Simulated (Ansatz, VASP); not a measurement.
**Two plane-wave programs on Sn**

File POSCAR:

```
Sn
1.0
   -2.0291894110      2.0291894110      1.6607599896
    2.0291894110     -2.0291894110      1.6607599896
    2.0291894110      2.0291894110     -1.6607599896
Sn
1
Direct
    0.0000000000      0.0000000000      0.0000000000
```

INCAR.step1

```
SYSTEM = Sn
  ALGO = Normal
  EDIFF = 1E-4
  ENCUT = 520
  GGA = PE
  GGA_COMPAT = .FALSE.
  ISMEAR = -1
  LASPH = .TRUE.
  LCHARG = .FALSE.
  LREAL = .FALSE.
  LSORBIT = .TRUE.
  LWAVE = .TRUE.
  MAGMOM = 0 0 0
  NBANDS = 25
  NELM = 150
  PREC = Accurate
  SIGMA = 0.05
```

Contents of INCAR.step2:

```
SYSTEM = Sn
  ALGO = Normal
  EDIFF = 1E-6
  ENCUT = 520
  GGA_COMPAT = .FALSE.
  ISIF = 2
  ISMEAR = -1
  ISTART = 1
  LASPH = .TRUE.
  LCHARG = .FALSE.
  LMIXTAU = .TRUE.
  LORBIT = 11
  LORBMOM = .TRUE.
  LREAL = .FALSE.
  LSORBIT = .TRUE.
  LWAVE = .FALSE.
  MAGMOM = 0 0 0
  METAGGA = R2SCAN
  NBANDS = 25
  NELM = 150
  PREC = Accurate
  SIGMA = 0.05
```

Contents of KPOINTS:

```
k-points
0
G
  7 7 7
  0 0 0
```

The input input.yaml:

```yaml
crystal:
  lattice:
    - [-2.029189411, 2.029189411, 1.6607599896]
    - [2.029189411, -2.029189411, 1.6607599896]
    - [2.029189411, 2.029189411, -1.6607599896]
  atoms:
    - { symbol: Sn, position: [0.0, 0.0, 0.0] }
hamiltonian:
  xc: r2scan
  pseudopotentials: { kind: paw_fr }
magnetization:
  noncollinear: true
  spin_orbit: true
kpoints:
  mp_grid: { grid: [7, 7, 7] }
  band_path:
    path:
      - [[0.0, 0.0, 0.0], [0.0, 0.0, 0.5], [-0.5, 0.5, 0.5], [0.0, 0.0, 0.0], [0.4174590337, 0.4174590337, -0.4174590337], [0.25, 0.25, 0.25], [0.0, 0.5, 0.0], [-0.4174590337, 0.5825409663, 0.4174590337], [-0.5, 0.5, 0.5]]
      - [[0.0, 0.0, 0.5], [0.25, 0.25, 0.25]]
    npoints: 14
scf:
  occupations: { method: fermi_dirac, width: 0.05 }
  n_extra_bands: 6
output:
  forces: true
  stress: true
  eigenvalues: true
  fatbands: true
  write_density: true
  write_potential: true
  elf: true
  volumetric_format: npy
```

Alike in both runs: functional r2SCAN; k mesh 7 × 7 × 7; occupations fermi-dirac, width 0.05 eV; non-collinear spin, spin-orbit coupling.

|  | VASP | Ansatz |
| --- | --- | --- |
| version | VASP 6.6.1 | Ansatz 0.2.0 |
| potentials or method | VASP PAW PBE potentials, release 64 (Sn_d) | Ansatz PAW |
| plane-wave cutoff (eV) | 520 | 500 |
| valence electrons in the cell | 14 | 14 |
| task | single point | band structure |

Ansatz gave:

| Property | Result |
| --- | --- |
| pressure (GPa) | 0.4 |
| traceless stress, the component that is largest in VASP (GPa) | 1.28 |
| net moment per atom (μB) | 0.00 |

Problem. Which values does VASP return?

Solution. Pressure (GPa): 0.4; traceless stress, the component that is largest in VASP (GPa): 1.30; net moment per atom (μB): 0.00.

VASP's potentials were made for PBE, not for r2SCAN.
